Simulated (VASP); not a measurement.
# Pb (P6_3/mmc) in VASP: notebook

The runs below take Pb through single point, with PBEsol.

Program: VASP 6.6.1. These are calculated values, not measurements. Logs are shortened: lines on timing, memory, paths and dates and some standing lists are left out, and cuts for length are marked.

## Step 1: The cell of the first run

It takes space group P6_3/mmc (No. 194, hexagonal). The conventional cell has a = 3.480 Å, b = 3.480 Å, c = 5.534 Å, α = 90.00°, β = 90.00°, γ = 120.00°. Within 4.5 Å of Pb (site symmetry -6m2) lie 12 Pb at 3.42 to 3.48 Å.

## Step 2: Single point, PBEsol

Contents of INCAR:

```
SYSTEM = Pb
PREC     = Accurate       ! precision mode
ENCUT    = 520            ! plane-wave cutoff, eV
EDIFF    = 1E-7           ! SCF threshold, eV
ISMEAR   = -1             ! smearing method
SIGMA    = 0.05           ! smearing width, eV
LREAL    = .FALSE.        ! projectors in reciprocal space
LASPH    = .TRUE.         ! aspherical terms in the spheres
NELM     = 60             ! most SCF steps
ALGO     = Normal         ! electronic algorithm
ISIF     = 2              ! what is computed and relaxed
LWAVE    = .FALSE.        ! write WAVECAR
LCHARG   = .FALSE.        ! write CHGCAR
GGA      = PS             ! functional
NBANDS   = 21             ! bands
```

Contents of KPOINTS:

```
Automatic mesh
0
G
  7 7 4
  0 0 0
```

Contents of POSCAR:

```
Pb
1.0
    3.4800000000      0.0000000000      0.0000000000
   -1.7400000000      3.0137684052      0.0000000000
    0.0000000000      0.0000000000      5.5341000000
Pb
2
Direct
    0.6666666667      0.3333333333      0.7500000000
    0.3333333333      0.6666666667      0.2500000000
```

Potentials or basis: VASP PAW PBE potentials, release 64 (Pb_d).

The run is started by

```bash
> cat potpaw_PBE.64/Pb_d/POTCAR > POTCAR
> mpirun -np 1 vasp_std > vasp.out
```

OUTCAR:

```text
SYSTEM = Pb
   PREC = Accurate
   ENCUT = 520
   EDIFF = 1E-7
   ISMEAR = -1
   LREAL = .FALSE.
   LASPH = .TRUE.
   NELM = 60
   ISIF = 2
   GGA = PS

 ion  position               nearest neighbor table
   1  0.667  0.333  0.750-   2 3.42   2 3.42   2 3.42   2 3.42   2 3.42   2 3.42
   2  0.333  0.667  0.250-   1 3.42   1 3.42   1 3.42   1 3.42   1 3.42   1 3.42

  LATTYP: Found a hexagonal cell.
 ALAT       =     3.4800000000
 C/A-ratio  =     1.5902586207

  Lattice vectors:

 A1 = (   3.4800000000,   0.0000000000,   0.0000000000)
 A2 = (  -1.7400000000,   3.0137684052,   0.0000000000)
 A3 = (   0.0000000000,   0.0000000000,   5.5341000000)

Analysis of symmetry for initial positions (statically):
=====================================================================
 Subroutine PRICEL returns:
 Original cell was already a primitive cell.

 Routine SETGRP: Setting up the symmetry group for a
 hexagonal supercell.

 Subroutine GETGRP returns: Found 24 space group operations
 (whereof 12 operations were pure point group operations)
 out of a pool of 24 trial point group operations.

The static configuration has the point symmetry D_3d.
 The point group associated with its full space group is D_6h.

Analysis of symmetry for dynamics (positions and initial velocities):
=====================================================================
 Subroutine PRICEL returns:
 Original cell was already a primitive cell.

 Routine SETGRP: Setting up the symmetry group for a
 hexagonal supercell.

 Subroutine GETGRP returns: Found 24 space group operations
 (whereof 12 operations were pure point group operations)
 out of a pool of 24 trial point group operations.

The dynamic configuration has the point symmetry D_3d.
 The point group associated with its full space group is D_6h.

 Subroutine INISYM returns: Found 24 space group operations
 (whereof 12 operations are pure point group operations),
 and found     1 'primitive' translations

----------------------------------------------------------------------------------------

                                     Primitive cell

  volume of cell :      58.0412

  direct lattice vectors                    reciprocal lattice vectors
     3.480000000  0.000000000  0.000000000     0.287356322  0.165905250  0.000000000
    -1.740000000  3.013768405  0.000000000     0.000000000  0.331810500  0.000000000
     0.000000000  0.000000000  5.534100000     0.000000000  0.000000000  0.180697855

  length of vectors
[... 77 lines left out ...]
   LSORBIT =      F    spin-orbit coupling
   LASPH  =      T    aspherical Exc in radial PAW
   ENCUT  =  520.0 eV  38.22 Ry    6.18 a.u.   6.47  6.47 10.29*2*pi/ulx,y,z
   NELM   =     60;   NELMIN=  2; NELMDL= -5     # of ELM steps
   EDIFF  = 0.1E-06   stopping-criterion for ELM
   LREAL  =      F    real-space projection
   EDIFFG = 0.1E-05   stopping-criterion for IOM
   NSW    =      0    number of steps for IOM
   IBRION =     -1    ionic relax: 0-MD 1-quasi-New 2-CG
   NFREE  =      0    steps in history (QN), initial steepest desc. (CG)
   ISIF   =      2    stress and relaxation
   ISYM   =      2    0-nonsym 1-usesym 2-fastsym
   POTIM  = 0.5000    time-step for ionic-motion
   TEBEG  =    0.0;   TEEND  =   0.0 temperature during run
   PSTRESS=    0.0 pullay stress
   NELECT =      28.0000    total number of electrons
   NUPDOWN=      -1.0000    fix difference up-down
   EMIN   =  10.00;   EMAX   =-10.00  energy-range for DOS
   EFERMI =   0.00;   METHOD = LEGACY
   ISMEAR =    -1;   SIGMA  =   0.05  broadening in eV -4-tet -1-fermi 0-gaus
   EFERMI_NEDOS =   21; number of points for ismear=-14 and -15
   IALGO  =     38    algorithm
   IMIX   =      4    mixing-type and parameters
     AMIX     =   0.40;   BMIX     =  1.00
     AMIX_MAG =   1.60;   BMIX_MAG =  1.00
  volume/ion in A,a.u.               =      29.02       195.84
  Fermi-wavevector in a.u.,A,eV,Ry     =   1.283952  2.426318 22.429651  1.648533
  Thomas-Fermi vector in A             =   2.416174
   LORBIT       =      0    0 simple, 1 ext, 2 COOP (PROOUT), +10 PAW based schemes
   GGA     = PS    functional components
   LHFCALC =     F    Hartree Fock is set to
   AEXX    =    0.0000 exact exchange contribution
   IVDW    =     0    specifies the selected vdW correction
   LEPSILON=     F    determine dielectric tensor
   LRPA    =     F    only Hartree local field effects (RPA)
 non-spin polarized calculation
  energy-cutoff  :      520.00
  volume of cell :       58.04
 maximum number of plane-waves:      1582
 NGX is ok and might be reduce to    28
   NGX = 13   NGY = 13   NGZ = 21

 number of electron      28.0000001 magnetization

 Free energy of the ion-electron system (eV)
  ---------------------------------------------------
  ext. energy  EPLUGINS =         0.00000000
  ---------------------------------------------------
  free energy    TOTEN  =        -7.97012554 eV

  energy without entropy =       -7.96451652  energy(sigma->0) =       -7.96732103

 E-fermi :   7.7185     XC(G=0): -10.5567

 val. band max:        7.6015671256   @ k =   0.2857   0.2857   0.0000
 cond. band min:       7.9007683175   @ k =   0.2857   0.1429   0.2500
 fundamental gap:      0.2992011919
 Fermi energy:         7.7185313179

 k-point     1 :       0.0000    0.0000    0.0000
  band No.  band energies     occupation
      1      -9.4751      2.00000
      2      -9.4149      2.00000
      3      -9.4054      2.00000
      4      -9.4054      2.00000
      5      -9.3784      2.00000
      6      -9.3784      2.00000
[... 565 lines left out ...]
     20      16.9083      0.00000
     21      17.6402      0.00000

------------------------ aborting loop because EDIFF is reached ----------------------------------------

  FORCE on cell =-STRESS in cart. coord.  units (eV):
  Direction    XX          YY          ZZ          XY          YZ          ZX
  --------------------------------------------------------------------------------------
  -------------------------------------------------------------------------------------
  Total        0.4465783      0.4465783      0.3884827      0.0000000      0.0000000      0.0000000
  in kB       12.3274175     12.3274175     10.7237358      0.0000000      0.0000000      0.0000000
  external PRESSURE =      11.7928569 kB  Pullay stress =       0.0000000 kB

 VOLUME and BASIS-vectors are now :
 -----------------------------------------------------------------------------
  energy-cutoff  :      520.00
  volume of cell :       58.04
      direct lattice vectors                 reciprocal lattice vectors
     3.480000000  0.000000000  0.000000000     0.287356322  0.165905250  0.000000000
    -1.740000000  3.013768405  0.000000000     0.000000000  0.331810500  0.000000000
     0.000000000  0.000000000  5.534100000     0.000000000  0.000000000  0.180697855

 POSITION                                       TOTAL-FORCE (eV/Angst)
 -----------------------------------------------------------------------------------
      1.74000      1.00459      4.15057        -0.000000     -0.000000      0.000000
     -0.00000      2.00918      1.38352         0.000000      0.000000      0.000000
 -----------------------------------------------------------------------------------
    total drift:                               -0.000000      0.000000      0.000000

  FREE ENERGIE OF THE ION-ELECTRON SYSTEM (eV)
  ---------------------------------------------------
  free  energy   TOTEN  =        -7.9701255403 eV

  energy  without entropy=       -7.9645165208  energy(sigma->0) =       -7.96732103
```

It took 48 s on 1 thread of Intel Xeon 8259CL, shared host; peak memory 0.18 GiB.

Results:

| Quantity | Value |
| --- | --- |
| Free energy | -7.9701 eV |
| Pressure | 1.2 GPa |
| Band gap on the k mesh | zero (band 14 reaches 13.09 eV, above the bottom of band 15 at 6.58 eV) |

Stress tensor (GPa, compression positive):
```
1.23 0.00 0.00
0.00 1.23 0.00
0.00 0.00 1.07
```

Levels at points of the mesh, in eV from the Fermi level:
```tsv
k point	band 11	band 12	band 13	band 14	band 15	band 16	band 17	band 18
(0.00, 0.00, 0.00)	-12.20	-8.06	-4.49	5.37	5.37	7.34	7.34	8.29
(0.00, 0.00, 0.50)	-10.88	-10.88	1.02	1.02	6.31	6.31	6.31	6.31
```

Caveat: the PAW data sets were made with another functional, which shifts forces and pressure a little; spin-orbit coupling is left out, which moves the levels of the heavy elements.

## Step 3: Single point, PBEsol

This run uses another cell than the first one, of 29.61 Å³/atom, 1.020 times its volume.

Contents of INCAR:

```
SYSTEM = Pb
ALGO = Fast
EDIFF = 1E-6
ENCUT = 520
GGA = PS
ISIF = 2
ISMEAR = -1
LASPH = .TRUE.
LCHARG = .FALSE.
LREAL = .FALSE.
LWAVE = .FALSE.
NBANDS = 21
NELM = 60
PREC = Accurate
SIGMA = 0.05
```

Contents of KPOINTS:

```
k-points
0
G
  7 7 4
  0 0 0
```

Changes to POSCAR since step 2:

```diff
@@ -4,3 +4,3 @@
    -1.7400000000      3.0137684052      0.0000000000
-    0.0000000000      0.0000000000      5.5341000000
+    0.0000000000      0.0000000000      5.6459000000
 Pb
```

Potentials or basis: VASP PAW PBE potentials, release 64 (Pb_d).

The run is started by

```bash
> cat potpaw_PBE.64/Pb_d/POTCAR > POTCAR
> mpirun -np 1 vasp_std > vasp.out
```

Wall time 60 s (1 thread of Intel Xeon 8259CL, shared host); peak memory 0.18 GiB.

The run converged. Its results:

```yaml
Free_energy: -7.9712 eV
Pressure: 0.2 GPa
Band_gap_on_the_k_mesh: zero (band 14 reaches 12.98 eV, above the bottom of band 15 at 6.40 eV)
```

Stress tensor (GPa, compression positive):
```
 0.72  0.00  0.00
 0.00  0.72  0.00
 0.00  0.00 -0.79
```

Levels at points of the mesh, in eV from the Fermi level:
```tsv
k point	band 11	band 12	band 13	band 14	band 15	band 16	band 17	band 18
(0.00, 0.00, 0.00)	-12.06	-8.23	-4.44	5.49	5.49	7.35	7.35	7.74
(0.00, 0.00, 0.50)	-10.81	-10.81	0.73	0.73	6.38	6.38	6.38	6.38
```

Caveat: the PAW data sets were made with another functional, which shifts forces and pressure a little; spin-orbit coupling is left out, which moves the levels of the heavy elements.

## Step 4: Single point, PBEsol

This run uses another cell than the first one, of 29.90 Å³/atom, 1.030 times its volume.

Contents of INCAR:

```
SYSTEM = Pb
PREC = Accurate ; ENCUT = 520
EDIFF = 1E-6 ; ISMEAR = -1
SIGMA = 0.05 ; LREAL = .False.
LASPH = .True. ; NELM = 100
ALGO = Normal ; ISIF = 2
LWAVE = .False. ; LCHARG = .False.
GGA = PS ; NBANDS = 21
```

Contents of KPOINTS:

```
regular mesh
0
Gamma
  7 7 4
  0 0 0
```

Changes to POSCAR since step 3:

```diff
@@ -4,3 +4,3 @@
    -1.7400000000      3.0137684052      0.0000000000
-    0.0000000000      0.0000000000      5.6459000000
+    0.0000000000      0.0000000000      5.7018000000
 Pb
```

The run is started by

```bash
> cat potpaw_PBE.64/Pb_d/POTCAR > POTCAR
> mpirun -np 1 vasp_std > vasp.out
```

Run time: 43 s. Hardware: 1 thread of Intel Xeon 8259CL, shared host; peak memory 0.18 GiB.

The run converged. Its results:

```yaml
Free_energy: -7.9673 eV
Pressure: -0.3 GPa
Band_gap_on_the_k_mesh: zero (band 14 reaches 12.93 eV, above the bottom of band 15 at 6.31 eV)
```

Stress tensor (GPa, compression positive):
```
 0.35  0.00  0.00
 0.00  0.35  0.00
 0.00  0.00 -1.47
```

Levels at points of the mesh, in eV from the Fermi level:
```tsv
k point	band 11	band 12	band 13	band 14	band 15	band 16	band 17	band 18
(0.00, 0.00, 0.00)	-11.99	-8.31	-4.42	5.55	5.55	7.35	7.35	7.46
(0.00, 0.00, 0.50)	-10.78	-10.78	0.60	0.60	6.40	6.40	6.40	6.40
```

Caveat: the PAW data sets were made with another functional, which shifts forces and pressure a little; spin-orbit coupling is left out, which moves the levels of the heavy elements.

## Step 5: Overview

```csv
cell,gap on the mesh (eV),pressure (GPa)
"a = 3.480, b = 3.480, c = 5.534 Å, angles 90.0, 90.0, 120.0°, 2 atoms",none,1.2
"a = 3.480, b = 3.480, c = 5.646 Å, angles 90.0, 90.0, 120.0°, 2 atoms",none,0.2
"a = 3.480, b = 3.480, c = 5.702 Å, angles 90.0, 90.0, 120.0°, 2 atoms",none,-0.3
```

Alike in all rows: task single point; level PBEsol; potentials or basis VASP PAW PBE potentials, release 64 (Pb_d); no spin polarisation; k mesh 7 × 7 × 4; cutoff (eV) 520; smearing fermi-dirac 0.05 eV.

Caveats: the PAW data sets were made with another functional, which shifts forces and pressure a little; spin-orbit coupling is left out, which moves the levels of the heavy elements.

Total energies depend on the potentials used, so only differences within one code and one set of settings carry meaning.
